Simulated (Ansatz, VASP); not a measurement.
AlNi: VASP beside Ansatz

```
Al Ni
1.0
     2.86217    0.00000    0.00000
     0.00000    4.04771    0.00000
     0.00000    0.00000   25.11928
Al Ni
6 6
Direct
  0.00000 0.50000 0.29517
  0.00000 0.00000 0.37894
  0.00000 0.50000 0.45984
  0.00000 0.00000 0.54016
  0.00000 0.50000 0.62106
  0.00000 0.00000 0.70483
  0.50000 0.00000 0.30278
  0.50000 0.50000 0.37968
  0.50000 0.00000 0.45920
  0.50000 0.50000 0.54080
  0.50000 0.00000 0.62032
  0.50000 0.50000 0.69722
```

Alike in both runs: functional PBEsol; k mesh 12 × 9 × 1; occupations gaussian, width 0.1 eV; no spin polarisation.

Ansatz relaxed the structure, and its values are those at the end. VASP's run is a single point on that final structure, the one shown.

|  | VASP | Ansatz |
| --- | --- | --- |
| version | VASP 6.6.1 | Ansatz 0.2.0 |
| potentials or method | VASP PAW PBE potentials, release 64 (Al, Ni), cutoff 520 eV | scalar-relativistic, plane waves, PAW |
| valence electrons in the cell | 78 | 126 |

```tsv
	VASP	Ansatz	Ansatz less VASP
gap on the k mesh at the Fermi level (eV)	none	none	-
rms of the force components (eV/Å)	0.005	0.004	-0.0009
work function, face that differs most (eV)	4.82	4.82	+0.005
```

VASP's potentials were made for PBE, not for PBEsol. A gap of «none» marks a metal or a gap that the smearing closes. VASP's potentials hold 78 valence electrons a cell and Ansatz's 126, so a difference there can come from the potentials and not from the codes.
